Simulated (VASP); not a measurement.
# Si8HO16 (a cell with a defect) in VASP: notebook, part 2 of 2

VASP 6.6.1.

## Step 3: Single point, PBE

The input, INCAR:

```
SYSTEM = Si8HO16
  PREC = Accurate
  ENCUT = 520
  EDIFF = 1E-7
  ISMEAR = -1
  SIGMA = 0.05
  LREAL = Auto
  LASPH = .TRUE.
  NELM = 60
  ALGO = Normal
  ISIF = 2
  LWAVE = .FALSE.
  LCHARG = .FALSE.
  GGA = PE
  NBANDS = 82
  NELECT = 128.0
```

The input, KPOINTS:

```
Automatic mesh
0
G
  2 2 2
  0 0 0
```

The input, POSCAR:

```
Si8HO16
1.0
   -4.1773000000     -4.1773000000      0.0000000000
    4.1773000000     -4.1773000000      0.0000000000
    0.0000000000      0.0000000000      5.3304000000
Si O H
8 16 1
Direct
    0.5091443649      0.5003170702     -0.0005305579
    0.0107303898      0.5031083112      0.2405637397
    0.4803881986      0.4948387080      0.4994782707
    0.0106775241      0.5031022207      0.7583699770
    0.0015398409      0.0042844328     -0.0005164859
    0.5023164672     -0.0001220177      0.2476222824
    0.0119560341      0.0082061733      0.4994821043
    0.5022970741     -0.0001349265      0.7513472339
    0.2034723390      0.4957827982     -0.0005371081
   -0.0048585318      0.2020505653      0.2520833251
    0.8119176934      0.5083709159     -0.0005071024
    0.0109961008      0.8089279466      0.2492119840
    0.1898101097      0.4967353934      0.4994736970
   -0.0048610686      0.2020478179      0.7468920961
    0.8030683578      0.5327689436      0.4994949317
    0.0110156524      0.8089230227      0.7497410897
    0.6975468602     -0.0038925605     -0.0005190334
    0.4956283358      0.6931315023      0.2505498211
    0.3068932974      0.0084338357     -0.0005207772
    0.5107680843      0.3055649184      0.2523690101
    0.7015613486     -0.0166195038      0.4994824682
    0.4956484269      0.6931304641      0.7484136654
    0.3108609948      0.0074683402      0.4994740632
    0.5107658144      0.3055661091      0.7465889272
    0.7762859512      0.7031461289      0.4995025282
```

Potentials or basis: VASP PAW PBE potentials, release 64 (Si, O, H).

Started as:

```console
$ cat potpaw_PBE.64/Si/POTCAR potpaw_PBE.64/O/POTCAR potpaw_PBE.64/H/POTCAR > POTCAR
$ mpirun -np 1 vasp_std > vasp.out
```

OUTCAR:

```text
SYSTEM = Si8HO16
   PREC = Accurate
   ENCUT = 520
   EDIFF = 1E-7
   ISMEAR = -1
   LREAL = Auto
   LASPH = .TRUE.
   NELM = 60
   ISIF = 2
   GGA = PE
   NELECT = 128.0

 ion  position               nearest neighbor table
   1  0.509  0.500  0.999-  22 1.76  18 1.76  24 1.77  20 1.77  11 1.79   9 1.81   3 2.67   3 2.67

   2  0.011  0.503  0.241-   9 1.72  13 1.74  11 1.74  10 1.78  12 1.81  15 1.85   4 2.57   4 2.76
                             3 3.10
   3  0.480  0.495  0.499-  13 1.72  24 1.74  20 1.74  18 1.77  22 1.77  15 1.92   1 2.67   1 2.67
                             2 3.10   4 3.10
   4  0.011  0.503  0.758-   9 1.72  13 1.74  11 1.74  14 1.78  16 1.81  15 1.85   2 2.57   2 2.76
                             3 3.10
   5  0.002  0.004  0.999-  12 1.76  16 1.76  14 1.78  10 1.78  17 1.80  19 1.80   7 2.67   7 2.67
[... 7 lines left out ...]
   9  0.203  0.496  0.999-   2 1.72   4 1.72   1 1.81
  10  0.995  0.202  0.252-   7 1.75   2 1.78   5 1.78
  11  0.812  0.508  0.999-   4 1.74   2 1.74   1 1.79
  12  0.011  0.809  0.249-   5 1.76   7 1.78   2 1.81
  13  0.190  0.497  0.499-   3 1.72   2 1.74   4 1.74
  14  0.995  0.202  0.747-   7 1.75   4 1.78   5 1.78
  15  0.803  0.533  0.499-  25 1.02   4 1.85   2 1.85   3 1.92
  16  0.011  0.809  0.750-   5 1.76   7 1.78   4 1.81
  17  0.698  0.996  0.999-   6 1.76   8 1.76   5 1.80
  18  0.496  0.693  0.251-   1 1.76   3 1.77   6 1.81
  19  0.307  0.008  0.999-   8 1.76   6 1.76   5 1.80
  20  0.511  0.306  0.252-   3 1.74   1 1.77   6 1.81
  21  0.702  0.983  0.499-   6 1.79   8 1.79   7 1.84
  22  0.496  0.693  0.748-   1 1.76   3 1.77   8 1.81
  23  0.311  0.007  0.499-   6 1.76   8 1.76   7 1.77
  24  0.511  0.306  0.747-   3 1.74   1 1.77   8 1.81
  25  0.776  0.703  0.500-  15 1.02

  LATTYP: Found a simple tetragonal cell.
 ALAT       =     5.9075943141
 C/A-ratio  =     0.9022962168

  Lattice vectors:

 A1 = (  -4.1773000000,  -4.1773000000,   0.0000000000)
 A2 = (   4.1773000000,  -4.1773000000,   0.0000000000)
 A3 = (   0.0000000000,   0.0000000000,   5.3304000000)

Analysis of symmetry for initial positions (statically):
=====================================================================
 Subroutine PRICEL returns:
 Original cell was already a primitive cell.

 Routine SETGRP: Setting up the symmetry group for a
 simple tetragonal supercell.

 Subroutine GETGRP returns: Found  1 space group operations
 (whereof  1 operations were pure point group operations)
 out of a pool of 16 trial point group operations.

The static configuration has the point symmetry C_1 .

Analysis of symmetry for dynamics (positions and initial velocities):
=====================================================================
 Subroutine PRICEL returns:
 Original cell was already a primitive cell.

 Routine SETGRP: Setting up the symmetry group for a
 simple tetragonal supercell.

 Subroutine GETGRP returns: Found  1 space group operations
 (whereof  1 operations were pure point group operations)
 out of a pool of 16 trial point group operations.

The dynamic configuration has the point symmetry C_1 .

 Subroutine INISYM returns: Found  1 space group operations
 (whereof  1 operations are pure point group operations),
 and found     1 'primitive' translations

[... 102 lines left out ...]
  0.500000  0.000000  0.500000      1.000000
  0.000000  0.500000  0.500000      1.000000
  0.500000  0.500000  0.500000      1.000000
   k-points           NKPTS =      8   k-points in BZ     NKDIM =      8   number of bands    NBANDS=     82
   number of dos      NEDOS =    301   number of ions     NIONS =     25
   total plane-waves  NPLWV =  92160
   dimension x,y,z NGX =    48 NGY =   48 NGZ =   40
   dimension x,y,z NGXF=    96 NGYF=   96 NGZF=   80
   ions per type =               8  16   1
   NGX,Y,Z   is equivalent  to a cutoff of  13.51, 13.51, 12.48 a.u.
   NGXF,Y,Z  is equivalent  to a cutoff of  27.02, 27.02, 24.95 a.u.
 SYSTEM =  Si8HO16
   PREC   = accura    normal or accurate (medium, high low for compatibility)
   ISTART =      0    job   : 0-new  1-cont  2-samecut
   ICHARG =      2    charge: 1-file 2-atom 10-const
   ISPIN  =      1    spin polarized calculation?
   LNONCOLLINEAR =      F non collinear calculations
   LSORBIT =      F    spin-orbit coupling
   LASPH  =      T    aspherical Exc in radial PAW
   ENCUT  =  520.0 eV  38.22 Ry    6.18 a.u.  10.98 10.98  9.91*2*pi/ulx,y,z
   NELM   =     60;   NELMIN=  2; NELMDL= -5     # of ELM steps
   EDIFF  = 0.1E-06   stopping-criterion for ELM
   LREAL  =      T    real-space projection
   EDIFFG = 0.1E-05   stopping-criterion for IOM
   NSW    =      0    number of steps for IOM
   IBRION =     -1    ionic relax: 0-MD 1-quasi-New 2-CG
   NFREE  =      0    steps in history (QN), initial steepest desc. (CG)
   ISIF   =      2    stress and relaxation
   ISYM   =      2    0-nonsym 1-usesym 2-fastsym
   POTIM  = 0.5000    time-step for ionic-motion
   TEBEG  =    0.0;   TEEND  =   0.0 temperature during run
   PSTRESS=    0.0 pullay stress
   NELECT =     128.0000    total number of electrons
   NUPDOWN=      -1.0000    fix difference up-down
   EMIN   =  10.00;   EMAX   =-10.00  energy-range for DOS
   EFERMI =   0.00;   METHOD = LEGACY
   ISMEAR =    -1;   SIGMA  =   0.05  broadening in eV -4-tet -1-fermi 0-gaus
   EFERMI_NEDOS =   21; number of points for ismear=-14 and -15
   IALGO  =     38    algorithm
   IMIX   =      4    mixing-type and parameters
     AMIX     =   0.40;   BMIX     =  1.00
     AMIX_MAG =   1.60;   BMIX_MAG =  1.00
  volume/ion in A,a.u.               =       7.44        50.22
  Fermi-wavevector in a.u.,A,eV,Ry     =   1.445277  2.731178 28.420200  2.088826
  Thomas-Fermi vector in A             =   2.563477
   LORBIT       =      0    0 simple, 1 ext, 2 COOP (PROOUT), +10 PAW based schemes
   GGA     = PE    functional components
   LHFCALC =     F    Hartree Fock is set to
   AEXX    =    0.0000 exact exchange contribution
   IVDW    =     0    specifies the selected vdW correction
   LEPSILON=     F    determine dielectric tensor
   LRPA    =     F    only Hartree local field effects (RPA)
 non-spin polarized calculation
  energy-cutoff  :      520.00
  volume of cell :      186.03
 maximum number of plane-waves:      5032
 NGX is ok and might be reduce to    48
   NGX = 21   NGY = 21   NGZ = 19

 number of electron     127.9999976 magnetization

 Free energy of the ion-electron system (eV)
  ---------------------------------------------------
  ext. energy  EPLUGINS =         0.00000000
  ---------------------------------------------------
  free energy    TOTEN  =      -197.06011095 eV

  energy without entropy =     -197.06011095  energy(sigma->0) =     -197.06011095

 E-fermi :   9.4124     XC(G=0): -12.2842

 val. band max:        8.2102376986   @ k =   0.0000   0.0000   0.0000
 cond. band min:      13.8960774989   @ k =   0.0000   0.0000   0.0000
 fundamental gap:      5.6858398004
 Fermi energy:         9.4123618579

 k-point     1 :       0.0000    0.0000    0.0000
  band No.  band energies     occupation
      1     -14.5845      2.00000
      2     -12.9809      2.00000
      3     -12.3504      2.00000
      4     -12.2803      2.00000
      5     -11.6059      2.00000
      6     -11.4098      2.00000
[... 621 lines left out ...]
     75      18.7858      0.00000
     76      18.8171      0.00000
 [bands above 76 left out]

------------------------ aborting loop because EDIFF is reached ----------------------------------------

  FORCE on cell =-STRESS in cart. coord.  units (eV):
  Direction    XX          YY          ZZ          XY          YZ          ZX
  --------------------------------------------------------------------------------------
  -------------------------------------------------------------------------------------
  Total       -3.1558637      5.9164315      6.1681345      5.5981958      0.0036071     -0.0001054
  in kB      -27.1798900     50.9552920     53.1230853     48.2144854      0.0310659     -0.0009078
  external PRESSURE =      25.6328291 kB  Pullay stress =       0.0000000 kB

 VOLUME and BASIS-vectors are now :
 -----------------------------------------------------------------------------
  energy-cutoff  :      520.00
  volume of cell :      186.03
      direct lattice vectors                 reciprocal lattice vectors
    -4.177300000 -4.177300000  0.000000000    -0.119694540 -0.119694540  0.000000000
     4.177300000 -4.177300000  0.000000000     0.119694540 -0.119694540  0.000000000
     0.000000000  0.000000000  5.330400000     0.000000000  0.000000000  0.187603182

 POSITION                                       TOTAL-FORCE (eV/Angst)
 -----------------------------------------------------------------------------------
     -0.03687     -4.21682      5.32757        -0.006850      0.016873      0.003512
      2.05681     -2.14646      1.28230        -0.010573     -0.003653      0.026380
      0.06036     -4.07382      2.66242        -0.006049      0.022722      0.000486
      2.05701     -2.14621      4.04242        -0.014178     -0.007200     -0.025343
      0.01146     -0.02433      5.32765        -0.003774     -0.011159     -0.000070
      2.07846     -6.27512      1.31993         0.005881      0.006103      0.004409
[... 17 lines left out ...]
     -0.85718     -3.41006      3.97962        -0.015950      0.008143      0.001195
     -0.30553     -6.18003      2.66255         0.087815     -0.061725     -0.000151
 -----------------------------------------------------------------------------------
    total drift:                                0.011861      0.024688     -0.005471

  FREE ENERGIE OF THE ION-ELECTRON SYSTEM (eV)
  ---------------------------------------------------
  free  energy   TOTEN  =      -197.0601109462 eV

  energy  without entropy=     -197.0601109461  energy(sigma->0) =     -197.06011095
```

It took 1.8 min on 1 thread of Intel Xeon 6975P-C (Granite Rapids), shared host; peak memory 0.32 GiB.

Results:

```
Free energy   : -197.0601 eV
Largest force : 0.107 eV/Å
```

Forces on the atoms (eV/Å):
```
Si  -0.007  0.017  0.004
Si  -0.011 -0.004  0.026
Si  -0.006  0.023  0.000
Si  -0.014 -0.007 -0.025
Si  -0.004 -0.011  0.000
Si   0.006  0.006  0.004
Si  -0.006 -0.019  0.000
Si   0.006  0.004 -0.007
O   -0.034 -0.021  0.001
O    0.005  0.001 -0.005
O    0.030  0.028 -0.003
O   -0.008  0.018  0.013
O   -0.001 -0.004 -0.002
O    0.004  0.001  0.005
O   -0.038  0.036 -0.001
O   -0.006  0.018 -0.009
O   -0.013 -0.008  0.000
O    0.011 -0.020  0.007
O    0.011  0.016  0.000
O   -0.014  0.008 -0.004
O    0.004 -0.009  0.001
O    0.011 -0.021 -0.007
O    0.002  0.002  0.001
O   -0.016  0.008  0.001
H    0.088 -0.062  0.000
```

Caveat: the k points lie up to 0.59 Å⁻¹ apart; the cell carries a net charge on a neutralising background, which shifts energy and pressure; the cell is charged against a uniform background, so pressure and absolute levels hang on convention.
